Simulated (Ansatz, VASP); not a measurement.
## Two plane-wave programs on KCl

```
CELL_PARAMETERS angstrom
0.00000 2.89181 3.75935
2.89181 0.00000 3.75935
2.89181 2.89181 0.00000
ATOMIC_POSITIONS crystal
K 0.00000 0.00000 0.00000
Cl 0.50000 0.50000 0.50000
```

Alike in both runs: task single point; functional LDA; k mesh 8 × 8 × 8; occupations gaussian, width 0.05 eV; no spin polarisation.

|  | VASP | Ansatz |
| --- | --- | --- |
| version | VASP 6.6.1 | Ansatz 0.2.0 |
| potentials or method | VASP PAW LDA potentials, release 64 (K_sv, Cl), cutoff 520 eV | scalar-relativistic, plane waves, PAW |
| valence electrons in the cell | 16 | 16 |

Ansatz gave:

| Property | Result |
| --- | --- |
| gap on the k mesh at the Fermi level (eV) | 4.48 |
| least direct gap on the mesh (eV) | 4.48 |
| pressure (GPa) | 0.9 |
| traceless stress, the component that is largest in VASP (GPa) | -3.58 |

Which values does VASP return?

gap on the k mesh at the Fermi level (eV): 4.48; least direct gap on the mesh (eV): 4.48; pressure (GPa): 1.0; traceless stress, the component that is largest in VASP (GPa): -3.71.

LDA's correlation is that of Perdew and Zunger in VASP and of Perdew and Wang (1992) in Ansatz.
